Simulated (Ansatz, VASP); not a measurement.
# Co in VASP and in Ansatz

Contents of INCAR:

```
SYSTEM = Co
PREC = Accurate ; ENCUT = 520
EDIFF = 1E-6 ; ISMEAR = -1
SIGMA = 0.1 ; LREAL = .FALSE.
LASPH = .TRUE. ; NELM = 80
ALGO = Normal ; ISIF = 2
LWAVE = .FALSE. ; LCHARG = .FALSE.
GGA = PE ; NBANDS = 10
```

The input KPOINTS:

```
regular mesh
0
G
  15 15 15
  0 0 0
```

POSCAR

```
Co
1.0
    2.2222403140      0.0000000000      0.0000000000
    0.0000000000      2.2222403140      0.0000000000
    0.0000000000      0.0000000000      2.2222403140
Co
1
Direct
    0.0000000000      0.0000000000      0.0000000000
```

Input for Ansatz:

```yaml
crystal:
  lattice:
    - [2.222240314, 0.0, 0.0]
    - [0.0, 2.222240314, 0.0]
    - [0.0, 0.0, 2.222240314]
  atoms:
    - { symbol: Co, position: [0.0, 0.0, 0.0] }
hamiltonian:
  xc: pbe
  pseudopotentials:
    kind: paw
    azcp:
      Co: "pseudopotentials/Co.paw.azcp"
basis:
  ecutwfc: 420
  fft_grid_basis: typed
kpoints:
  mp_grid: { grid: [15, 15, 15], shift: [0, 0, 0] }
magnetization:
  spin_polarized: false
scf:
  occupations: { method: fermi_dirac, width: 0.1 }
  lower_state_search: "off"
output:
  stress: true
```

Alike in both runs: task single point; functional PBE; k mesh 15 × 15 × 15; occupations fermi-dirac, width 0.1 eV; no spin polarisation.

|  | VASP | Ansatz |
| --- | --- | --- |
| version | VASP 6.6.1 | Ansatz 0.2.0 |
| potentials or method | VASP PAW PBE potentials, release 64 (Co), cutoff 520 eV | plane waves (420 eV) with PAW, scalar-relativistic |
| valence electrons in the cell | 9 | 17 |

Ansatz gave:

* pressure (GPa): 18.4

Task: Estimate VASP's values.

Result: Pressure (GPa): 17.2.

With one functional, cell and mesh, what is left measures potentials, basis and numerics. VASP's potentials hold 9 valence electrons a cell and Ansatz's 17, so a difference there can come from the potentials and not from the codes.
